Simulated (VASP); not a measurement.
Wanted: the native input for a VASP 6.6.1 run.

* Task: electric field gradients
* Functional: r2SCAN
* Potentials or basis: VASP PAW PBE potentials, release 64 (Sn_d)
* Cutoff: 520 eV
* k mesh: 12 × 12 × 12
* Occupations: fermi-dirac, width 0.05 eV
* Spin: no spin polarisation
* Dipole correction: no
* Further INCAR settings: ALGO = Normal; EDIFF = 1e-08; NBANDS = 21

Sn:

```
Sn
1.0
    -2.90040    2.90040    1.57769
     2.90040   -2.90040    1.57769
     2.90040    2.90040   -1.57769
Sn
2
Direct
  0.75000 0.25000 0.50000
  0.00000 0.00000 0.00000
```

These files were run (other wordings do the same):

POSCAR

```
Sn
1.0
   -2.9004039564      2.9004039564      1.5776871502
    2.9004039564     -2.9004039564      1.5776871502
    2.9004039564      2.9004039564     -1.5776871502
Sn
2
Direct
    0.7500000000      0.2500000000      0.5000000000
    0.0000000000      0.0000000000      0.0000000000
```

INCAR.step1

```
SYSTEM = Sn
PREC = Accurate
ENCUT = 520
ISMEAR = -1
SIGMA = 0.05
LREAL = .False.
LASPH = .True.
NELM = 80
NBANDS = 21
GGA = PE
ALGO = Normal
EDIFF = 1E-4
LWAVE = .True.
LCHARG = .False.
```

INCAR.step2

```
SYSTEM = Sn
PREC = Accurate
ENCUT = 520
EDIFF = 1E-8
ISMEAR = -1
SIGMA = 0.05
LREAL = .False.
LASPH = .True.
NELM = 80
ALGO = Normal
ISIF = 2
LWAVE = .False.
LCHARG = .False.
METAGGA = R2SCAN
LMIXTAU = .True.
LEFG = .True.
NBANDS = 21
ISTART = 1
```

KPOINTS

```
regular mesh
0
Gamma
  12 12 12
  0 0 0
```

Potentials or basis: VASP PAW PBE potentials, release 64 (Sn_d).

Launch:

```bash
$ cat potpaw_PBE.64/Sn_d/POTCAR > POTCAR
$ cp INCAR.step1 INCAR
$ mpirun -np 1 vasp_std > vasp.out
$ cp INCAR.step2 INCAR
$ mpirun -np 1 vasp_std > vasp.out
```

Results of the run:

* Pressure: 2.2 GPa
* Band gap on the k mesh: zero (bands 14 and 15 overlap by 4.50 eV)
* Largest electric field gradient by atom: Sn +42.3 V/Å²

Caveat: without QUAD_EFG the Cq values of the log hold for a quadrupole moment of 1 mb, not for the nuclei; the PAW data sets were made with another functional, which shifts forces and pressure a little; spin-orbit coupling is left out, which moves the levels of the heavy elements.

Run time: 7 min on 1 thread of Intel(R) Xeon(R) 6975P-C (Granite Rapids), on a shared host, peak memory 0.31 GiB.
